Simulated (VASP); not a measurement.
The system is VRu.

```
CELL_PARAMETERS angstrom
2.99000 0.00000 0.00000
0.00000 2.99000 0.00000
0.00000 0.00000 2.99000
ATOMIC_POSITIONS crystal
V 0.50000 0.50000 0.50000
Ru 0.00000 0.00000 0.00000
```

Base run:

| Item | Value |
| --- | --- |
| Program | VASP 6.6.1 |
| Functional | LDA |
| Potentials or basis | VASP PAW LDA potentials, release 64 (V_sv, Ru_pv) |
| Cutoff | 500 eV |
| k mesh | 6 × 6 × 6 |
| Occupations | methfessel-paxton, width 0.1 eV |
| Spin | collinear spin, ferromagnetic start |
| Starting moments | [1.5, 0.0] μB |

Its results: pressure -10.8 GPa; net moment 0.01 μB per cell.

**Question.** The run is repeated on the same cell with these changes: k mesh from 6 × 6 × 6 to 5 × 5 × 5. What comes out?

**Answer.** Pressure -10.3 GPa; net moment 0.00 μB per cell.

Caveats: some runs use coarse meshes; an empty level that is flat over the whole mesh can mark a ghost state of the potentials, or a narrow d or f band; the cell stands under tension (at least some runs).
